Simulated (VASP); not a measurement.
Input of a VASP 6.6.1 run:

The input INCAR:

```
SYSTEM = Ru
PREC = Accurate
ENCUT = 520
EDIFF = 1E-6
ISMEAR = -1
SIGMA = 0.05
LREAL = .FALSE.
LASPH = .TRUE.
NELM = 100
ALGO = Normal
ISIF = 2
LWAVE = .FALSE.
LCHARG = .TRUE.
GGA = PE
LELF = .TRUE.
LVHAR = .TRUE.
NBANDS = 21
```

KPOINTS

```
Automatic mesh
0
G
  8 8 4
  0 0 0
```

Contents of POSCAR:

```
Ru
1.0
    2.7058000000      0.0000000000      0.0000000000
   -1.3529000000      2.3432915376      0.0000000000
    0.0000000000      0.0000000000      4.2819000000
Ru
2
Direct
    0.6666666667      0.3333333333      0.7500000000
    0.3333333333      0.6666666667      0.2500000000
```

Potentials or basis: VASP PAW PBE potentials, release 64 (Ru_pv).

Command:

```sh
$ cat potpaw_PBE.64/Ru_pv/POTCAR > POTCAR
$ mpirun -np 1 vasp_std > vasp.out
```

(1) What does it give for the pressure?

(2) Estimate the band gap on the k mesh.

Answers

(1) 4.3 GPa.

(2) zero (band 14 reaches 14.26 eV, above the bottom of band 15 at 11.35 eV).

Caveat: the k points lie up to 0.37 Å⁻¹ apart.
